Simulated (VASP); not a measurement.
# PtSe2 in VASP: notebook, part 2 of 2

VASP 6.6.1. The steps go on from the part before.

## Step 3: Single point, PBE+D3(BJ) (layers slid over each other)

Contents of INCAR:

```
PREC     = Accurate       # precision mode
ENCUT    = 520            # plane-wave cutoff, eV
EDIFF    = 1E-6           # SCF threshold, eV
ISMEAR   = 0              # smearing method
SIGMA    = 0.05           # smearing width, eV
LREAL    = F              # projectors in reciprocal space
LASPH    = T              # aspherical terms in the spheres
NELM     = 100            # most SCF steps
ALGO     = Normal         # electronic algorithm
ISIF     = 2              # what is computed and relaxed
LWAVE    = F              # write WAVECAR
LCHARG   = T              # write CHGCAR
LDIPOL   = T            
IDIPOL   = 3            
DIPOL    = 0.5 0.5 0.382
GGA      = PE             # functional
IVDW     = 12             # dispersion correction
LELF     = T              # ELF
LVHAR    = T            
LVACPOTAV= T            
NBANDS   = 31             # bands
```

Contents of KPOINTS:

```
regular mesh
0
Gamma
  9 9 1
```

Contents of POSCAR:

```
PtSe2
1.0
    3.7070357730      0.0000000000      0.0000000000
   -1.8535178865      3.2103871521      0.0000000000
    0.0000000000      0.0000000000     22.7981619012
Se Pt
4 2
Direct
    0.6666666667      0.3333333333      0.1973843339
    0.3333333333      0.6666666667      0.3135814625
    0.6666666667      1.3333333333      0.4499959688
    0.3333333333      1.6666666667      0.5661930974
    0.0000000000      0.0000000000      0.2554828982
    0.0000000000      1.0000000000      0.5080945331
```

Potentials or basis: VASP PAW PBE potentials, release 64 (Se, Pt).

Started as:

```
$ cat potpaw_PBE.64/Se/POTCAR potpaw_PBE.64/Pt/POTCAR > POTCAR
$ mpirun -np 1 vasp_std > vasp.out
```

OUTCAR:

```text
PREC = Accurate
   ENCUT = 520
   EDIFF = 1E-6
   ISMEAR = 0
   LREAL = F
   LASPH = T
   NELM = 100
   ISIF = 2
   GGA = PE
   IVDW = 12
 IVDW          = 12

 ion  position               nearest neighbor table
   1  0.667  0.333  0.197-   5 2.52   5 2.52   5 2.52
   2  0.333  0.667  0.314-   5 2.52   5 2.52   5 2.52
   3  0.667  0.333  0.450-   6 2.52   6 2.52   6 2.52
   4  0.333  0.667  0.566-   6 2.52   6 2.52   6 2.52
   5  0.000  0.000  0.255-   2 2.52   1 2.52   2 2.52   1 2.52   2 2.52   1 2.52
   6  0.000  0.000  0.508-   3 2.52   4 2.52   3 2.52   4 2.52   3 2.52   4 2.52

  LATTYP: Found a hexagonal cell.
 ALAT       =     3.7070357730
 C/A-ratio  =     6.1499708385

  Lattice vectors:

 A1 = (   3.7070357730,   0.0000000000,   0.0000000000)
 A2 = (  -1.8535178865,   3.2103871521,   0.0000000000)
 A3 = (   0.0000000000,   0.0000000000,  22.7981619012)

Analysis of symmetry for initial positions (statically):
=====================================================================
 Subroutine PRICEL returns:
 Original cell was already a primitive cell.

 Routine SETGRP: Setting up the symmetry group for a
 hexagonal supercell.

 Subroutine GETGRP returns: Found 12 space group operations
 (whereof  6 operations were pure point group operations)
 out of a pool of 24 trial point group operations.

The static configuration has the point symmetry C_3v.
 The point group associated with its full space group is D_3d.

Analysis of symmetry for dynamics (positions and initial velocities):
=====================================================================
 Subroutine PRICEL returns:
 Original cell was already a primitive cell.

 Routine SETGRP: Setting up the symmetry group for a
 hexagonal supercell.

 Subroutine GETGRP returns: Found 12 space group operations
 (whereof  6 operations were pure point group operations)
 out of a pool of 24 trial point group operations.

The dynamic configuration has the point symmetry C_3v.
 The point group associated with its full space group is D_3d.

 Subroutine INISYM returns: Found 12 space group operations
 (whereof  6 operations are pure point group operations),
 and found     1 'primitive' translations

----------------------------------------------------------------------------------------

                                     Primitive cell

  volume of cell :     271.3214

  direct lattice vectors                    reciprocal lattice vectors
     3.707035773  0.000000000  0.000000000     0.269757310  0.155744456  0.000000000
    -1.853517886  3.210387152  0.000000000     0.000000000  0.311488912  0.000000000
     0.000000000  0.000000000 22.798161901     0.000000000  0.000000000  0.043863185

  length of vectors
     3.707035773  3.707035773 22.798161901     0.311488912  0.311488912  0.043863185

  position of ions in fractional coordinates (direct lattice)
     0.666666667  0.333333333  0.197384334
     0.333333333  0.666666667  0.313581462
     0.666666667  0.333333333  0.449995969
     0.333333333  0.666666667  0.566193097
     0.000000000  0.000000000  0.255482898
     0.000000000  0.000000000  0.508094533
[... 44 lines left out ...]
  0.222222  0.111111  0.000000     12.000000
  0.333333  0.111111  0.000000     12.000000
  0.444444  0.111111  0.000000      6.000000
  0.222222  0.222222  0.000000      6.000000
  0.333333  0.222222  0.000000     12.000000
  0.333333  0.333333  0.000000      2.000000
   k-points           NKPTS =     12   k-points in BZ     NKDIM =     12   number of bands    NBANDS=     31
   number of dos      NEDOS =    301   number of ions     NIONS =      6
   total plane-waves  NPLWV = 141120
   dimension x,y,z NGX =    28 NGY =   28 NGZ =  180
   dimension x,y,z NGXF=    56 NGYF=   56 NGZF=  360
   ions per type =               4   2
   NGX,Y,Z   is equivalent  to a cutoff of  12.56, 12.56, 13.13 a.u.
   NGXF,Y,Z  is equivalent  to a cutoff of  25.11, 25.11, 26.25 a.u.
 SYSTEM =  unknown system
   PREC   = accura    normal or accurate (medium, high low for compatibility)
   ISTART =      0    job   : 0-new  1-cont  2-samecut
   ICHARG =      2    charge: 1-file 2-atom 10-const
   ISPIN  =      1    spin polarized calculation?
   LNONCOLLINEAR =      F non collinear calculations
   LSORBIT =      F    spin-orbit coupling
   LASPH  =      T    aspherical Exc in radial PAW
   ENCUT  =  520.0 eV  38.22 Ry    6.18 a.u.   6.89  6.89 42.39*2*pi/ulx,y,z
   NELM   =    100;   NELMIN=  2; NELMDL= -5     # of ELM steps
   EDIFF  = 0.1E-05   stopping-criterion for ELM
   LREAL  =      F    real-space projection
   EDIFFG = 0.1E-04   stopping-criterion for IOM
   NSW    =      0    number of steps for IOM
   IBRION =     -1    ionic relax: 0-MD 1-quasi-New 2-CG
   NFREE  =      0    steps in history (QN), initial steepest desc. (CG)
   ISIF   =      2    stress and relaxation
   ISYM   =      2    0-nonsym 1-usesym 2-fastsym
   POTIM  = 0.5000    time-step for ionic-motion
   TEBEG  =    0.0;   TEEND  =   0.0 temperature during run
   PSTRESS=    0.0 pullay stress
   NELECT =      44.0000    total number of electrons
   NUPDOWN=      -1.0000    fix difference up-down
   EMIN   =  10.00;   EMAX   =-10.00  energy-range for DOS
   EFERMI =   0.00;   METHOD = LEGACY
   ISMEAR =     0;   SIGMA  =   0.05  broadening in eV -4-tet -1-fermi 0-gaus
   EFERMI_NEDOS =   21; number of points for ismear=-14 and -15
   IALGO  =     38    algorithm
   IMIX   =      4    mixing-type and parameters
     AMIX     =   0.40;   BMIX     =  1.00
     AMIX_MAG =   1.60;   BMIX_MAG =  1.00
  volume/ion in A,a.u.               =      45.22       305.16
  Fermi-wavevector in a.u.,A,eV,Ry     =   0.892752  1.687058 10.843938  0.797007
  Thomas-Fermi vector in A             =   2.014742
   LORBIT       =      0    0 simple, 1 ext, 2 COOP (PROOUT), +10 PAW based schemes
   GGA     = PE    functional components
   LHFCALC =     F    Hartree Fock is set to
   AEXX    =    0.0000 exact exchange contribution
   IVDW    =    12    specifies the selected vdW correction
   LEPSILON=     F    determine dielectric tensor
   LRPA    =     F    only Hartree local field effects (RPA)
 non-spin polarized calculation
 Gauss-broadening in eV      SIGMA  =   0.05
  energy-cutoff  :      520.00
  volume of cell :      271.32
 maximum number of plane-waves:      7334
 NGX is ok and might be reduce to    28
   NGX = 13   NGY = 13   NGZ = 85

 dipolmoment           0.000000      0.000000      0.000004 electrons x Angstroem

 number of electron      44.0000001 magnetization

 dipolmoment           0.000000      0.000000     -0.000002 electrons x Angstroem

 Free energy of the ion-electron system (eV)
  ---------------------------------------------------
  ext. energy  EPLUGINS =         0.00000000
  ---------------------------------------------------
  free energy    TOTEN  =       -28.56254113 eV

  energy without entropy =      -28.56254113  energy(sigma->0) =      -28.56254113

 E-fermi :  -0.0353     XC(G=0):  -5.4591

 val. band max:       -0.2750309389   @ k =   0.1111   0.0000   0.0000
 cond. band min:       0.5273428642   @ k =   0.2222  -0.0000   0.0000
 fundamental gap:      0.8023738030
 Fermi energy:        -0.0352919029

 k-point     1 :       0.0000    0.0000    0.0000
  band No.  band energies     occupation
      1     -14.8040      2.00000
      2     -14.6976      2.00000
      3     -13.0848      2.00000
      4     -12.8868      2.00000
      5      -6.1073      2.00000
      6      -5.7896      2.00000
[... 397 lines left out ...]
     30       7.1969      0.00000
     31       7.8974      0.00000

------------------------ aborting loop because EDIFF is reached ----------------------------------------

 Edisp (eV)   -2.14315

 E8    (eV) :    -0.9504

  FORCE on cell =-STRESS in cart. coord.  units (eV):
  Direction    XX          YY          ZZ          XY          YZ          ZX
  --------------------------------------------------------------------------------------
  -------------------------------------------------------------------------------------
  Total       0.00825     0.00825    -0.79738    -0.00000     0.00000    -0.00000
  in kB       0.04873     0.04873    -4.70861    -0.00000     0.00000    -0.00000
  external pressure =       -1.54 kB  Pullay stress =        0.00 kB

 VOLUME and BASIS-vectors are now :
 -----------------------------------------------------------------------------
  energy-cutoff  :      520.00
  volume of cell :      271.32
      direct lattice vectors                 reciprocal lattice vectors
     3.707035773  0.000000000  0.000000000     0.269757310  0.155744456  0.000000000
    -1.853517886  3.210387152  0.000000000     0.000000000  0.311488912  0.000000000
     0.000000000  0.000000000 22.798161901     0.000000000  0.000000000  0.043863185

 POSITION                                       TOTAL-FORCE (eV/Angst)
 -----------------------------------------------------------------------------------
      1.85352      1.07013      4.50000         0.000000      0.000000     -0.025516
     -0.00000      2.14026      7.14908        -0.000000      0.000000      0.041141
      1.85352      1.07013     10.25908        -0.000000     -0.000000     -0.041141
     -0.00000      2.14026     12.90816        -0.000000     -0.000000      0.025516
      0.00000      0.00000      5.82454         0.000000     -0.000000      0.145578
      0.00000      0.00000     11.58362         0.000000      0.000000     -0.145578
 -----------------------------------------------------------------------------------
    total drift:                               -0.000000      0.000000     -0.000064

  FREE ENERGIE OF THE ION-ELECTRON SYSTEM (eV)
  ---------------------------------------------------
  free  energy   TOTEN  =       -30.7056882178 eV

  energy  without entropy=      -30.7056882178  energy(sigma->0) =      -30.70568822

 vacuum level on the upper side and lower side of the slab         4.983         4.983
```

Run time: 7 min. Hardware: 1 thread of Intel Xeon 8259CL, shared host; peak memory 0.42 GiB.

Results:

| Quantity | Value |
| --- | --- |
| Free energy | -30.7057 eV |
| Largest force | 0.146 eV/Å |
| Band gap on the k mesh | 0.80 eV (least direct gap 1.12 eV) |
| Dispersion energy per atom | -0.357 eV |

Forces on the atoms (eV/Å):
```
Se   0.000  0.000 -0.026
Se   0.000  0.000  0.041
Se   0.000  0.000 -0.041
Se   0.000  0.000  0.026
Pt   0.000  0.000  0.146
Pt   0.000  0.000 -0.146
```

Caveat: the cell differs from its parent crystal (layers slid over each other); spin-orbit coupling is left out, which moves the levels of the heavy elements.

## Step 4: Single point, PBE+D3(BJ) (layers slid over each other)

Contents of INCAR:

```
ALGO = Normal ; DIPOL = 0.5 0.5 0.382
EDIFF = 1E-7 ; ENCUT = 520
GGA = PE ; IDIPOL = 3
ISIF = 2 ; ISMEAR = 0
IVDW = 12 ; LASPH = T
LCHARG = F ; LDIPOL = T
LREAL = F ; LWAVE = F
NBANDS = 31 ; NELM = 100
PREC = Accurate ; SIGMA = 0.05
```

Contents of KPOINTS:

```
k-points
0
Gamma
  9 9 1
```

Contents of POSCAR:

```
PtSe2
1.0
    3.7070357730      0.0000000000      0.0000000000
   -1.8535178865      3.2103871521      0.0000000000
    0.0000000000      0.0000000000     22.7981619012
Se Pt
4 2
Direct
    0.6666666667      0.3333333333      0.1973843339
    0.3333333333      0.6666666667      0.3135814625
    1.0000000000      1.0000000000      0.4499959688
    0.6666666667      1.3333333333      0.5661930974
    0.0000000000      0.0000000000      0.2554828982
    0.3333333333      0.6666666667      0.5080945331
```

Started as:

```
$ cat potpaw_PBE.64/Se/POTCAR potpaw_PBE.64/Pt/POTCAR > POTCAR
$ mpirun -np 1 vasp_std > vasp.out
```

Wall time 6.6 min (1 thread of Intel Xeon 8259CL, shared host); peak memory 0.41 GiB.

It converged, with:

| Item | Value |
| --- | --- |
| Free energy | -30.6899 eV |
| Largest force | 0.074 eV/Å |
| Band gap on the k mesh | 0.83 eV (least direct gap 1.18 eV) |
| Dispersion energy per atom | -0.357 eV |

Forces in eV/Å, atoms in the order of the input:
```
Se   0.000  0.000 -0.013
Se   0.000  0.000  0.025
Se   0.000  0.000 -0.025
Se   0.000  0.000  0.013
Pt   0.000  0.000  0.074
Pt   0.000  0.000 -0.074
```

Levels at points of the mesh, in eV from the valence-band top:
```csv
k point,band 20,band 21,band 22,band 23,band 24,band 25
"(0.00, 0.00, 0.00)",-0.37,-0.36,-0.36,2.50,2.50,2.59
```

Caveat: the cell differs from its parent crystal (layers slid over each other); spin-orbit coupling is left out, which moves the levels of the heavy elements.

## Step 5: Overview

| cell | gap on the mesh (eV) | largest force (eV/Å) |
| --- | --- | --- |
| as given, atomic positions A | 0.42 | 0.32 |
| as given, atomic positions B | 0.80 | 0.15 |
| as given, atomic positions C | 0.83 | 0.07 |

Alike in all rows: task single point; level PBE+D3(BJ); potentials or basis VASP PAW PBE potentials, release 64 (Se, Pt); no spin polarisation; k mesh 9 × 9 × 1; cutoff (eV) 520; smearing gaussian 0.05 eV.

Caveats: spin-orbit coupling is left out, which moves the levels of the heavy elements.

Total energies depend on the potentials used, so only differences within one code and one set of settings carry meaning.
